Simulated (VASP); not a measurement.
# Rb: single point with PBEsol

The system is Rb.

```
Rb
1.0
    -3.03048    3.03048    3.03048
     3.03048   -3.03048    3.03048
     3.03048    3.03048   -3.03048
Rb
1
Direct
  0.00000 0.00000 0.00000
```

This cell differs from its parent crystal: strain +0.080 along x and y, +0.080 along z.

```
Program             : VASP 6.6.1
Task                : single point
Functional          : PBEsol
Potentials or basis : VASP PAW PBE potentials, release 64 (Rb_sv)
Cutoff              : 520 eV
k mesh              : 12 × 12 × 12
Occupations         : gaussian, width 0.15 eV
Spin                : no spin polarisation
```

```yaml
Pressure: -0.5 GPa
```

Levels at points of the mesh, in eV from the Fermi level:
```csv
k point,band 1,band 2,band 3,band 4,band 5,band 6,band 7,band 8,band 9
"(0.00, 0.00, 0.00)",-28.99,-13.05,-13.05,-13.05,-1.71,3.49,3.49,3.49,4.31
"(0.50, 0.00, 0.00)",-28.99,-13.10,-13.07,-13.05,0.27,0.67,2.53,3.84,4.64
"(0.50, 0.50, 0.50)",-28.99,-13.08,-13.08,-13.08,1.37,1.37,2.78,2.78,2.78
```

It took 34 s on 1 thread of Intel(R) Xeon(R) 6975P-C (Granite Rapids), with other jobs on the host, peak memory 0.27 GiB.

Caveat: the cell differs from its parent crystal (strain +0.080 along x and y, +0.080 along z); the PAW data sets were made with another functional, which shifts forces and pressure a little.
